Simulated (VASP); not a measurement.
CdS, 2 atoms in the cell. It takes space group Fm-3m (No. 225, cubic). The conventional cell has a = 5.398 Å, b = 5.398 Å, c = 5.398 Å, α = 90.00°, β = 90.00°, γ = 90.00°. Within 3.6 Å of Cd (site symmetry m-3m) lie 6 S at 2.70 Å. S (site symmetry m-3m) has 6 Cd at 2.70 Å within 3.6 Å. 

```yaml
Program: VASP 6.6.1
Task: relaxation of cell and atoms
Functional: PBEsol
Potentials_or_basis: VASP PAW PBE potentials, release 64 (Cd, S)
Cutoff: 600 eV
k_mesh: 16 × 16 × 16
Occupations: fermi-dirac, width 0.1 eV
Spin: no spin polarisation
Target_pressure: 7 GPa
Dipole_correction: no
Further_INCAR_settings: ALGO = Normal; EDIFF = 1e-06; IBRION = 2; EDIFFG = -0.002; NSW = 100; ISIF = 3
```

Potentials or basis: VASP PAW PBE potentials, release 64 (Cd, S).

Run with:

```sh
$ cat potpaw_PBE.64/Cd/POTCAR potpaw_PBE.64/S/POTCAR > POTCAR
$ mpirun -np 1 vasp_std > vasp.out
```

Hardware: 1 thread of AMD EPYC 7R13 (shared host).

Question: Estimate the wall time of this run.

Answer: It took 8 min on 1 thread of AMD EPYC 7R13, with other jobs on the host, peak memory 0.22 GiB. Counts: scf iterations 42, k points 145, ion steps 6.
